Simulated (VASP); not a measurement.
# AlN (Fm-3m) in VASP: notebook

The runs below take AlN through single point, with PBEsol, LDA.

Program: VASP 6.6.1. These are calculated values, not measurements. Logs are shortened: lines on timing, memory, paths and dates and some standing lists are left out, and cuts for length are marked.

**1. The cell of the first run**

The structure is cubic, space group Fm-3m (No. 225). Conventional cell: a = 4.038 Å, b = 4.038 Å, c = 4.038 Å, α = 90.00°, β = 90.00°, γ = 90.00°. Al (site symmetry m-3m) has 6 N at 2.02 Å within 2.7 Å. Within 2.7 Å of N (site symmetry m-3m) lie 6 Al at 2.02 Å.

**2. Single point, PBEsol**

The input, INCAR:

```
  ALGO = Normal
  EDIFF = 1E-6
  ENCUT = 600
  GGA = PS
  GGA_COMPAT = False
  ISIF = 2
  ISMEAR = 0
  LASPH = True
  LCHARG = False
  LREAL = False
  LWAVE = False
  NBANDS = 11
  NELM = 120
  PREC = Accurate
  SIGMA = 0.01
```

The input, KPOINTS:

```
k-points
0
Gamma
  3 3 3
```

The input, POSCAR:

```
AlN
1.0
    0.0000000000      2.0188684454      2.0188684454
    2.0188684454      0.0000000000      2.0188684454
    2.0188684454      2.0188684454      0.0000000000
Al N
1 1
Direct
    0.0000000000      0.0000000000      0.0000000000
    0.5000000000      0.5000000000      0.5000000000
```

Potentials or basis: VASP PAW PBE potentials, release 64 (Al, N).

Launch:

```sh
$ cat potpaw_PBE.64/Al/POTCAR potpaw_PBE.64/N/POTCAR > POTCAR
$ mpirun -np 1 vasp_std > vasp.out
```

OUTCAR:

```text
EDIFF = 1E-6
   ENCUT = 600
   GGA = PS
   ISIF = 2
   ISMEAR = 0
   LASPH = True
   LREAL = False
   NELM = 120
   PREC = Accurate

 ion  position               nearest neighbor table
   1  0.000  0.000  0.000-   2 2.02   2 2.02   2 2.02   2 2.02   2 2.02   2 2.02
   2  0.500  0.500  0.500-   1 2.02   1 2.02   1 2.02   1 2.02   1 2.02   1 2.02

  LATTYP: Found a face centered cubic cell.
 ALAT       =     4.0377368908

  Lattice vectors:

 A1 = (   0.0000000000,   2.0188684454,   2.0188684454)
 A2 = (   2.0188684454,   0.0000000000,   2.0188684454)
 A3 = (   2.0188684454,   2.0188684454,   0.0000000000)

Analysis of symmetry for initial positions (statically):
=====================================================================
 Subroutine PRICEL returns:
 Original cell was already a primitive cell.

 Routine SETGRP: Setting up the symmetry group for a
 face centered cubic supercell.

 Subroutine GETGRP returns: Found 48 space group operations
 (whereof 48 operations were pure point group operations)
 out of a pool of 48 trial point group operations.

The static configuration has the point symmetry O_h .

Analysis of symmetry for dynamics (positions and initial velocities):
=====================================================================
 Subroutine PRICEL returns:
 Original cell was already a primitive cell.

 Routine SETGRP: Setting up the symmetry group for a
 face centered cubic supercell.

 Subroutine GETGRP returns: Found 48 space group operations
 (whereof 48 operations were pure point group operations)
 out of a pool of 48 trial point group operations.

The dynamic configuration has the point symmetry O_h .

 Subroutine INISYM returns: Found 48 space group operations
 (whereof 48 operations are pure point group operations),
 and found     1 'primitive' translations

----------------------------------------------------------------------------------------

                                     Primitive cell

  volume of cell :      16.4571

  direct lattice vectors                    reciprocal lattice vectors
     0.000000000  2.018868445  2.018868445    -0.247663488  0.247663488  0.247663488
     2.018868445  0.000000000  2.018868445     0.247663488 -0.247663488  0.247663488
     2.018868445  2.018868445  0.000000000     0.247663488  0.247663488 -0.247663488

  length of vectors
     2.855111136  2.855111136  2.855111136     0.428965744  0.428965744  0.428965744

  position of ions in fractional coordinates (direct lattice)
     0.000000000  0.000000000  0.000000000
     0.500000000  0.500000000  0.500000000

  ion indices of the primitive-cell ions
   primitive index   ion index
                 1           1
                 2           2

----------------------------------------------------------------------------------------

 KPOINTS: k-points

Automatic generation of k-mesh.
 Grid dimensions read from file:
 generate k-points for:    3    3    3

 Generating k-lattice:

  Cartesian coordinates                     Fractional coordinates (reciprocal lattice)
    -0.082554496  0.082554496  0.082554496     0.333333333  0.000000000  0.000000000
     0.082554496 -0.082554496  0.082554496     0.000000000  0.333333333  0.000000000
     0.082554496  0.082554496 -0.082554496     0.000000000  0.000000000  0.333333333

  Length of vectors
     0.142988581  0.142988581  0.142988581

  Shift w.r.t. Gamma in fractional coordinates (k-lattice)
     0.000000000  0.000000000  0.000000000

 Subroutine IBZKPT returns following result:
 ===========================================

 Found      4 irreducible k-points:

 Following reciprocal coordinates:
            Coordinates               Weight
  0.000000  0.000000  0.000000      1.000000
  0.333333  0.000000  0.000000      8.000000
  0.333333  0.333333  0.000000      6.000000
 -0.333333  0.333333  0.000000     12.000000
   k-points           NKPTS =      4   k-points in BZ     NKDIM =      4   number of bands    NBANDS=     11
   number of dos      NEDOS =    301   number of ions     NIONS =      2
   total plane-waves  NPLWV =  13824
   dimension x,y,z NGX =    24 NGY =   24 NGZ =   24
   dimension x,y,z NGXF=    48 NGYF=   48 NGZF=   48
   ions per type =               1   1
   NGX,Y,Z   is equivalent  to a cutoff of  13.97, 13.97, 13.97 a.u.
   NGXF,Y,Z  is equivalent  to a cutoff of  27.95, 27.95, 27.95 a.u.
 SYSTEM =  unknown system
   PREC   = accura    normal or accurate (medium, high low for compatibility)
   ISTART =      0    job   : 0-new  1-cont  2-samecut
   ICHARG =      2    charge: 1-file 2-atom 10-const
   ISPIN  =      1    spin polarized calculation?
   LNONCOLLINEAR =      F non collinear calculations
   LSORBIT =      F    spin-orbit coupling
   LASPH  =      T    aspherical Exc in radial PAW
   ENCUT  =  600.0 eV  44.10 Ry    6.64 a.u.   5.70  5.70  5.70*2*pi/ulx,y,z
   NELM   =    120;   NELMIN=  2; NELMDL= -5     # of ELM steps
   EDIFF  = 0.1E-05   stopping-criterion for ELM
   LREAL  =      F    real-space projection
   EDIFFG = 0.1E-04   stopping-criterion for IOM
   NSW    =      0    number of steps for IOM
   IBRION =     -1    ionic relax: 0-MD 1-quasi-New 2-CG
   NFREE  =      0    steps in history (QN), initial steepest desc. (CG)
   ISIF   =      2    stress and relaxation
   ISYM   =      2    0-nonsym 1-usesym 2-fastsym
   POTIM  = 0.5000    time-step for ionic-motion
   TEBEG  =    0.0;   TEEND  =   0.0 temperature during run
   PSTRESS=    0.0 pullay stress
   NELECT =       8.0000    total number of electrons
   NUPDOWN=      -1.0000    fix difference up-down
   EMIN   =  10.00;   EMAX   =-10.00  energy-range for DOS
   EFERMI =   0.00;   METHOD = LEGACY
   ISMEAR =     0;   SIGMA  =   0.01  broadening in eV -4-tet -1-fermi 0-gaus
   EFERMI_NEDOS =   21; number of points for ismear=-14 and -15
   IALGO  =     38    algorithm
   IMIX   =      4    mixing-type and parameters
     AMIX     =   0.40;   BMIX     =  1.00
     AMIX_MAG =   1.60;   BMIX_MAG =  1.00
  volume/ion in A,a.u.               =       8.23        55.53
  Fermi-wavevector in a.u.,A,eV,Ry     =   1.287222  2.432497 22.544046  1.656941
  Thomas-Fermi vector in A             =   2.419249
   LORBIT       =      0    0 simple, 1 ext, 2 COOP (PROOUT), +10 PAW based schemes
   GGA     = PS    functional components
   LHFCALC =     F    Hartree Fock is set to
   AEXX    =    0.0000 exact exchange contribution
   IVDW    =     0    specifies the selected vdW correction
   LEPSILON=     F    determine dielectric tensor
   LRPA    =     F    only Hartree local field effects (RPA)
 non-spin polarized calculation
 Gauss-broadening in eV      SIGMA  =   0.01
  energy-cutoff  :      600.00
  volume of cell :       16.46
 maximum number of plane-waves:       556
   NGX = 11   NGY = 11   NGZ = 11

 number of electron       7.9999999 magnetization

 Free energy of the ion-electron system (eV)
  ---------------------------------------------------
  ext. energy  EPLUGINS =         0.00000000
  ---------------------------------------------------
  free energy    TOTEN  =       -15.04630661 eV

  energy without entropy =      -15.04630661  energy(sigma->0) =      -15.04630661

 E-fermi :  10.1942     XC(G=0): -12.4460

 val. band max:       10.1299208336   @ k =   0.0000   0.0000   0.0000
 cond. band min:      15.7940885848   @ k =   0.0000   0.0000   0.0000
 fundamental gap:      5.6641677511
 Fermi energy:        10.1942238436

 k-point     1 :       0.0000    0.0000    0.0000
  band No.  band energies     occupation
      1      -7.5377      2.00000
      2      10.1299      2.00000
      3      10.1299      2.00000
      4      10.1299      2.00000
      5      15.7941      0.00000
      6      21.9857      0.00000
      7      21.9857      0.00000
      8      21.9857      0.00000
      9      27.0724      0.00000
     10      27.6711      0.00000
     11      27.6711      0.00000

 k-point     2 :       0.3333    0.0000    0.0000
  band No.  band energies     occupation
      1      -5.4271      2.00000
      2       3.7770      2.00000
      3       9.2550      2.00000
      4       9.2550      2.00000
      5      16.4739      0.00000
      6      21.5199      0.00000
      7      21.5199      0.00000
      8      22.2204      0.00000
      9      26.3968      0.00000
     10      27.7086      0.00000
     11      27.7086      0.00000

 k-point     3 :       0.3333    0.3333    0.0000
  band No.  band energies     occupation
      1      -4.7701      2.00000
      2       4.5714      2.00000
      3       7.8034      2.00000
      4       7.8034      2.00000
      5      16.0564      0.00000
      6      16.2024      0.00000
      7      22.3486      0.00000
      8      26.0526      0.00000
      9      26.0526      0.00000
     10      31.0143      0.00000
     11      35.0274      0.00000

 k-point     4 :      -0.3333    0.3333    0.0000
  band No.  band energies     occupation
      1      -3.3536      2.00000
      2       3.8040      2.00000
      3       4.0740      2.00000
      4       8.1184      2.00000
      5      16.4933      0.00000
      6      20.6039      0.00000
      7      22.0366      0.00000
      8      23.6658      0.00000
      9      26.5291      0.00000
     10      29.9044      0.00000
     11      33.5447      0.00000

------------------------ aborting loop because EDIFF is reached ----------------------------------------

  FORCE on cell =-STRESS in cart. coord.  units (eV):
  Direction    XX          YY          ZZ          XY          YZ          ZX
  --------------------------------------------------------------------------------------
  -------------------------------------------------------------------------------------
  Total        0.2450027      0.2450027      0.2450027     -0.0000000     -0.0000000      0.0000000
  in kB       23.8521390     23.8521390     23.8521390     -0.0000000     -0.0000000      0.0000000
  external PRESSURE =      23.8521390 kB  Pullay stress =       0.0000000 kB

 VOLUME and BASIS-vectors are now :
 -----------------------------------------------------------------------------
  energy-cutoff  :      600.00
  volume of cell :       16.46
      direct lattice vectors                 reciprocal lattice vectors
     0.000000000  2.018868445  2.018868445    -0.247663488  0.247663488  0.247663488
     2.018868445  0.000000000  2.018868445     0.247663488 -0.247663488  0.247663488
     2.018868445  2.018868445  0.000000000     0.247663488  0.247663488 -0.247663488

 POSITION                                       TOTAL-FORCE (eV/Angst)
 -----------------------------------------------------------------------------------
      0.00000      0.00000      0.00000         0.000000      0.000000      0.000000
      2.01887      2.01887      2.01887        -0.000000     -0.000000     -0.000000
 -----------------------------------------------------------------------------------
    total drift:                               -0.000000     -0.000000      0.000000

  FREE ENERGIE OF THE ION-ELECTRON SYSTEM (eV)
  ---------------------------------------------------
  free  energy   TOTEN  =       -15.0463066139 eV

  energy  without entropy=      -15.0463066139  energy(sigma->0) =      -15.04630661
```

Run time: 1.7 s. Hardware: 1 thread of Intel Xeon 6975P-C (Granite Rapids), shared host; peak memory 0.12 GiB.

Results:

```yaml
Free_energy: -15.0463 eV
Pressure: 2.4 GPa
Band_gap_on_the_k_mesh: 5.66 eV
```

Caveat: the k points lie up to 0.90 Å⁻¹ apart; the PAW data sets were made with another functional, which shifts forces and pressure a little; an odd mesh through Γ misses points on the zone boundary, where band edges can lie.

[end of part 1 of 2]
